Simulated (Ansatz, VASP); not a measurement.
# Two plane-wave programs on Cu

Contents of INCAR:

```
SYSTEM = Cu
PREC     = Accurate       ! precision mode
ENCUT    = 520            ! plane-wave cutoff, eV
EDIFF    = 1E-6           ! SCF threshold, eV
ISMEAR   = 0              ! smearing method
SIGMA    = 0.15           ! smearing width, eV
LREAL    = .FALSE.        ! projectors in reciprocal space
LASPH    = .TRUE.         ! aspherical terms in the spheres
NELM     = 80             ! most SCF steps
ALGO     = Fast           ! electronic algorithm
ISIF     = 2              ! what is computed and relaxed
LWAVE    = .FALSE.        ! write WAVECAR
LCHARG   = .FALSE.        ! write CHGCAR
NBANDS   = 18             ! bands
```

KPOINTS

```
regular mesh
0
G
  20 20 12
  0 0 0
```

The input POSCAR:

```
Cu
1.0
   -1.4273957350      1.4273957350      1.3410790631
    1.4273957350     -1.4273957350      1.3410790631
    2.8547914700      2.8547914700      0.0000000000
Cu
2
Direct
    0.0506207254     -0.1046816693      0.0000000000
    0.4493792746      0.6046816693      0.5000000000
```

Input for Ansatz:

```yaml
crystal:
  lattice:
    - [-1.427395735, 1.427395735, 1.3410790631]
    - [1.427395735, -1.427395735, 1.3410790631]
    - [2.85479147, 2.85479147, 0.0]
  atoms:
    - { symbol: Cu, position: [0.0506207254, -0.1046816693, 0.0] }
    - { symbol: Cu, position: [0.4493792746, 0.6046816693, 0.5] }
basis:
  ecutwfc: 520.0
kpoints:
  mp_grid: { grid: [20, 20, 12] }
hamiltonian:
  xc: lda
  pseudopotentials: { kind: paw, azcp: { folder: soft_1 } }
scf:
  occupations: { method: gaussian, width: 0.15 }
output:
  forces: true
  stress: true
  eigenvalues: true
```

Change from the starting cell: mode 1 frozen in at -0.314 Å and mode 5 at -0.072 Å (largest displacements).

Alike in both runs: task single point; functional LDA; k mesh 20 × 20 × 12; occupations gaussian, width 0.15 eV; no spin polarisation.

|  | VASP | Ansatz |
| --- | --- | --- |
| version | VASP 6.6.1 | Ansatz 0.2.0 |
| potentials or method | VASP PAW LDA potentials, release 64 (Cu), cutoff 520 eV | scalar-relativistic, plane waves, PAW |
| valence electrons in the cell | 22 | 38 |

```tsv
	VASP	Ansatz	Ansatz less VASP
gap on the k mesh at the Fermi level (eV)	none	none	-
pressure (GPa)	2.1	1.2	-0.92
traceless stress, the component that is largest in VASP (GPa)	-6.24	-6.22	+0.027
rms of the force components (eV/Å)	0.178	0.176	-0.0019
```

Ansatz warns that its potentials were made for another functional, while VASP's fit it. LDA's correlation is that of Perdew and Zunger in VASP and of Perdew and Wang (1992) in Ansatz. Atom by atom the forces differ by 0.002 eV/Å (rms over components). A gap of «none» marks a metal or a gap that the smearing closes. VASP's potentials hold 22 valence electrons a cell and Ansatz's 38, so a difference there can come from the potentials and not from the codes.
